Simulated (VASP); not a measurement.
# Be (P4/mmm) in VASP: notebook

Be is run at these levels: PBE; tasks: single point, relaxation of cell and atoms.

All numbers are computed with VASP 6.6.1; they aren't measurements. Logs are shortened: lines on timing, memory, paths and dates and some standing lists are left out, and cuts for length are marked.

### 1 The cell of the first run

Symmetry: P4/mmm, No. 123, tetragonal system. Conventional cell: a = 1.791 Å, b = 1.791 Å, c = 3.037 Å, α = 90.00°, β = 90.00°, γ = 90.00°. Be (site symmetry 4/mmm) has 4 Be at 1.79 Å within 2.4 Å.

The cell was generated, and may not be a known phase.

### 2 Single point, PBE

INCAR reads:

```
SYSTEM = Be
ALGO     = Normal         ! electronic algorithm
EDIFF    = 1E-6           ! SCF threshold, eV
ENCUT    = 520            ! plane-wave cutoff, eV
GGA      = PE             ! functional
ISIF     = 2              ! what is computed and relaxed
ISMEAR   = 0              ! smearing method
LASPH    = .TRUE.         ! aspherical terms in the spheres
LCHARG   = .FALSE.        ! write CHGCAR
LREAL    = .FALSE.        ! projectors in reciprocal space
LWAVE    = .FALSE.        ! write WAVECAR
NBANDS   = 7              ! bands
NELM     = 60             ! most SCF steps
PREC     = Accurate       ! precision mode
SIGMA    = 0.1            ! smearing width, eV
```

KPOINTS reads:

```
k-points
0
G
  10 10 6
  0 0 0
```

POSCAR reads:

```
Be
1.0
    1.7913617700      0.0000000000      0.0000000000
    0.0000000000      1.7913617700      0.0000000000
    0.0000000000      0.0000000000      3.0372271000
Be
1
Direct
    0.0000000000      0.0000000000      0.5000000000
```

Potentials or basis: VASP PAW PBE potentials, release 64 (Be).

Command:

```
$ cat potpaw_PBE.64/Be/POTCAR > POTCAR
$ mpirun -np 1 vasp_std > vasp.out
```

OUTCAR:

```text
SYSTEM = Be
   EDIFF = 1E-6
   ENCUT = 520
   GGA = PE
   ISIF = 2
   ISMEAR = 0
   LASPH = .TRUE.
   LREAL = .FALSE.
   NELM = 60
   PREC = Accurate

 ion  position               nearest neighbor table
   1  0.000  0.000  0.500-

  LATTYP: Found a simple tetragonal cell.
 ALAT       =     1.7913617700
 C/A-ratio  =     1.6954850499

  Lattice vectors:

 A1 = (   1.7913617700,   0.0000000000,   0.0000000000)
 A2 = (   0.0000000000,   1.7913617700,   0.0000000000)
 A3 = (   0.0000000000,   0.0000000000,   3.0372271000)

Analysis of symmetry for initial positions (statically):
=====================================================================
 Subroutine PRICEL returns:
 Original cell was already a primitive cell.

 Routine SETGRP: Setting up the symmetry group for a
 simple tetragonal supercell.

 Subroutine GETGRP returns: Found 16 space group operations
 (whereof 16 operations were pure point group operations)
 out of a pool of 16 trial point group operations.

The static configuration has the point symmetry D_4h.

Analysis of symmetry for dynamics (positions and initial velocities):
=====================================================================
 Subroutine PRICEL returns:
 Original cell was already a primitive cell.

 Routine SETGRP: Setting up the symmetry group for a
 simple tetragonal supercell.

 Subroutine GETGRP returns: Found 16 space group operations
 (whereof 16 operations were pure point group operations)
 out of a pool of 16 trial point group operations.

The dynamic configuration has the point symmetry D_4h.

 Subroutine INISYM returns: Found 16 space group operations
 (whereof 16 operations are pure point group operations),
 and found     1 'primitive' translations

----------------------------------------------------------------------------------------

                                     Primitive cell

  volume of cell :       9.7464

  direct lattice vectors                    reciprocal lattice vectors
     1.791361770  0.000000000  0.000000000     0.558234532  0.000000000  0.000000000
     0.000000000  1.791361770  0.000000000     0.000000000  0.558234532  0.000000000
     0.000000000  0.000000000  3.037227100     0.000000000  0.000000000  0.329247688

  length of vectors
     1.791361770  1.791361770  3.037227100     0.558234532  0.558234532  0.329247688

  position of ions in fractional coordinates (direct lattice)
     0.000000000  0.000000000  0.500000000

  ion indices of the primitive-cell ions
   primitive index   ion index
                 1           1

----------------------------------------------------------------------------------------

 KPOINTS: k-points

Automatic generation of k-mesh.
 Grid dimensions read from file:
 generate k-points for:   10   10    6

 Generating k-lattice:

  Cartesian coordinates                     Fractional coordinates (reciprocal lattice)
     0.055823453  0.000000000  0.000000000     0.100000000  0.000000000  0.000000000
     0.000000000  0.055823453  0.000000000     0.000000000  0.100000000  0.000000000
     0.000000000  0.000000000  0.054874615     0.000000000  0.000000000  0.166666667

  Length of vectors
     0.055823453  0.055823453  0.054874615

  Shift w.r.t. Gamma in fractional coordinates (k-lattice)
     0.000000000  0.000000000  0.000000000

 Subroutine IBZKPT returns following result:
 ===========================================

 Found     84 irreducible k-points:

 Following reciprocal coordinates:
            Coordinates               Weight
  0.000000  0.000000  0.000000      1.000000
  0.100000  0.000000  0.000000      4.000000
  0.200000  0.000000  0.000000      4.000000
  0.300000  0.000000  0.000000      4.000000
  0.400000  0.000000  0.000000      4.000000
  0.500000  0.000000  0.000000      2.000000
[... 16 lines left out ...]
  0.100000  0.000000  0.166667      8.000000
  0.200000  0.000000  0.166667      8.000000
 [... further k-points ...]
   k-points           NKPTS =     84   k-points in BZ     NKDIM =     84   number of bands    NBANDS=      7
   number of dos      NEDOS =    301   number of ions     NIONS =      1
   total plane-waves  NPLWV =   4704
   dimension x,y,z NGX =    14 NGY =   14 NGZ =   24
   dimension x,y,z NGXF=    28 NGYF=   28 NGZF=   48
   ions per type =               1
   NGX,Y,Z   is equivalent  to a cutoff of  12.99, 12.99, 13.14 a.u.
   NGXF,Y,Z  is equivalent  to a cutoff of  25.99, 25.99, 26.27 a.u.
 SYSTEM =  Be
   PREC   = accura    normal or accurate (medium, high low for compatibility)
   ISTART =      0    job   : 0-new  1-cont  2-samecut
   ICHARG =      2    charge: 1-file 2-atom 10-const
   ISPIN  =      1    spin polarized calculation?
   LNONCOLLINEAR =      F non collinear calculations
   LSORBIT =      F    spin-orbit coupling
   LASPH  =      T    aspherical Exc in radial PAW
   ENCUT  =  520.0 eV  38.22 Ry    6.18 a.u.   3.33  3.33  5.65*2*pi/ulx,y,z
   NELM   =     60;   NELMIN=  2; NELMDL= -5     # of ELM steps
   EDIFF  = 0.1E-05   stopping-criterion for ELM
   LREAL  =      F    real-space projection
   EDIFFG = 0.1E-04   stopping-criterion for IOM
   NSW    =      0    number of steps for IOM
   IBRION =     -1    ionic relax: 0-MD 1-quasi-New 2-CG
   NFREE  =      0    steps in history (QN), initial steepest desc. (CG)
   ISIF   =      2    stress and relaxation
   ISYM   =      2    0-nonsym 1-usesym 2-fastsym
   POTIM  = 0.5000    time-step for ionic-motion
   TEBEG  =    0.0;   TEEND  =   0.0 temperature during run
   PSTRESS=    0.0 pullay stress
   NELECT =       2.0000    total number of electrons
   NUPDOWN=      -1.0000    fix difference up-down
   EMIN   =  10.00;   EMAX   =-10.00  energy-range for DOS
   EFERMI =   0.00;   METHOD = LEGACY
   ISMEAR =     0;   SIGMA  =   0.10  broadening in eV -4-tet -1-fermi 0-gaus
   EFERMI_NEDOS =   21; number of points for ismear=-14 and -15
   IALGO  =     38    algorithm
   IMIX   =      4    mixing-type and parameters
     AMIX     =   0.40;   BMIX     =  1.00
     AMIX_MAG =   1.60;   BMIX_MAG =  1.00
  volume/ion in A,a.u.               =       9.75        65.77
  Fermi-wavevector in a.u.,A,eV,Ry     =   0.965614  1.824746 12.686213  0.932410
  Thomas-Fermi vector in A             =   2.095346
   LORBIT       =      0    0 simple, 1 ext, 2 COOP (PROOUT), +10 PAW based schemes
   GGA     = PE    functional components
   LHFCALC =     F    Hartree Fock is set to
   AEXX    =    0.0000 exact exchange contribution
   IVDW    =     0    specifies the selected vdW correction
   LEPSILON=     F    determine dielectric tensor
   LRPA    =     F    only Hartree local field effects (RPA)
 non-spin polarized calculation
 Gauss-broadening in eV      SIGMA  =   0.10
  energy-cutoff  :      520.00
  volume of cell :        9.75
 maximum number of plane-waves:       279
 NGX is ok and might be reduce to    14
   NGX =  7   NGY =  7   NGZ = 11

 number of electron       2.0000000 magnetization

 Free energy of the ion-electron system (eV)
  ---------------------------------------------------
  ext. energy  EPLUGINS =         0.00000000
  ---------------------------------------------------
  free energy    TOTEN  =        -2.44602743 eV

  energy without entropy =       -2.44461339  energy(sigma->0) =       -2.44532041

 E-fermi :   4.2465     XC(G=0):  -9.5637

 val. band max:        3.9727611501   @ k =   0.4000   0.3000   0.3333
 cond. band min:       4.2674779928   @ k =   0.2000   0.2000   0.3333
 fundamental gap:      0.2947168427
 Fermi energy:         4.2464541840

 k-point     1 :       0.0000    0.0000    0.0000
  band No.  band energies     occupation
      1      -4.8228      2.00000
      2       5.8539      0.00000
      3      12.6733      0.00000
      4      28.6103      0.00000
      5      28.6103      0.00000
      6      35.6721      0.00000
      7      44.6034      0.00000

 k-point     2 :       0.1000    0.0000    0.0000
  band No.  band energies     occupation
      1      -4.5001      2.00000
      2       6.3017      0.00000
      3      12.8504      0.00000
      4      25.0461      0.00000
      5      28.9915      0.00000
      6      39.3740      0.00000
      7      42.7384      0.00000

 k-point     3 :       0.2000    0.0000    0.0000
  band No.  band energies     occupation
      1      -3.5561      2.00000
      2       7.6354      0.00000
      3      13.0644      0.00000
      4      20.5359      0.00000
      5      30.0988      0.00000
      6      35.9232      0.00000
      7      37.6447      0.00000

 k-point     4 :       0.3000    0.0000    0.0000
  band No.  band energies     occupation
      1      -2.0846      2.00000
      2       9.8097      0.00000
      3      11.8571      0.00000
      4      18.6716      0.00000
      5      29.3565      0.00000
      6      31.7844      0.00000
      7      32.2778      0.00000

 k-point     5 :       0.4000    0.0000    0.0000
  band No.  band energies     occupation
      1      -0.3744      2.00000
      2       9.2395      0.00000
      3      12.6245      0.00000
      4      19.7599      0.00000
      5      23.8426      0.00000
      6      27.8162      0.00000
      7      33.6156      0.00000
[... 161 lines left out ...]
 k-point    22 :       0.0000    0.0000    0.1667
  band No.  band energies     occupation
      1      -4.4715      2.00000
      2       3.8986      2.00000
      3      15.4277      0.00000
      4      28.7047      0.00000
      5      28.7047      0.00000
      6      35.8929      0.00000
      7      41.1059      0.00000

 k-point    23 :       0.1000    0.0000    0.1667
  band No.  band energies     occupation
      1      -4.1500      2.00000
      2       4.3054      0.40484
      3      15.6265      0.00000
      4      25.1873      0.00000
      5      29.0847      0.00000
      6      39.0148      0.00000
      7      39.9294      0.00000

 k-point    24 :       0.2000    0.0000    0.1667
  band No.  band energies     occupation
      1      -3.2131      2.00000
      2       5.5063      0.00000
      3      15.6974      0.00000
      4      20.9706      0.00000
      5      30.1876      0.00000
      6      32.9926      0.00000
      7      41.2634      0.00000

 [... further k-points ...]
[... 5 lines left out ...]
  --------------------------------------------------------------------------------------
  -------------------------------------------------------------------------------------
  Total        3.1879166      3.1879166     -0.5325775      0.0000000     -0.0000000     -0.0000000
  in kB      524.0511265    524.0511265    -87.5486643      0.0000000     -0.0000000     -0.0000000
  external PRESSURE =     320.1845296 kB  Pullay stress =       0.0000000 kB

 VOLUME and BASIS-vectors are now :
 -----------------------------------------------------------------------------
  energy-cutoff  :      520.00
  volume of cell :        9.75
      direct lattice vectors                 reciprocal lattice vectors
     1.791361770  0.000000000  0.000000000     0.558234532  0.000000000  0.000000000
     0.000000000  1.791361770  0.000000000     0.000000000  0.558234532  0.000000000
     0.000000000  0.000000000  3.037227100     0.000000000  0.000000000  0.329247688

 POSITION                                       TOTAL-FORCE (eV/Angst)
 -----------------------------------------------------------------------------------
      0.00000      0.00000      1.51861         0.000000      0.000000      0.000000
 -----------------------------------------------------------------------------------
    total drift:                               -0.000000      0.000000      0.000000

  FREE ENERGIE OF THE ION-ELECTRON SYSTEM (eV)
  ---------------------------------------------------
  free  energy   TOTEN  =        -2.4460274284 eV

  energy  without entropy=       -2.4446133925  energy(sigma->0) =       -2.44532041
```

It took 1.8 s on 1 thread of Intel Xeon 6975P-C (Granite Rapids), shared host; peak memory 0.11 GiB.

What came out:

```
Free energy            : -2.4460 eV
Pressure               : 32.0 GPa
Band gap on the k mesh : zero (bands 1 and 2 overlap by 10.66 eV)
```

Levels at points of the mesh, in eV from the Fermi level:
```tsv
k point	band 1	band 2	band 3	band 4	band 5
(0.00, 0.00, 0.00)	-9.07	1.61	8.43	24.36	24.36
(0.50, 0.00, 0.00)	-3.66	3.59	10.38	16.69	16.83
(0.50, 0.50, 0.00)	4.79	4.79	11.85	17.41	18.13
(0.00, 0.00, 0.50)	-6.41	-5.21	20.71	24.76	24.76
(0.50, 0.00, 0.50)	-2.72	4.81	7.07	8.20	29.52
(0.50, 0.50, 0.50)	5.45	5.45	13.40	13.97	19.11
```

Caveat: the stress differs along the axes, from -9 to 52 GPa.

[end of part 1 of 2]

The gap in the log of VASP goes by the Fermi energy; the results here count the filled bands.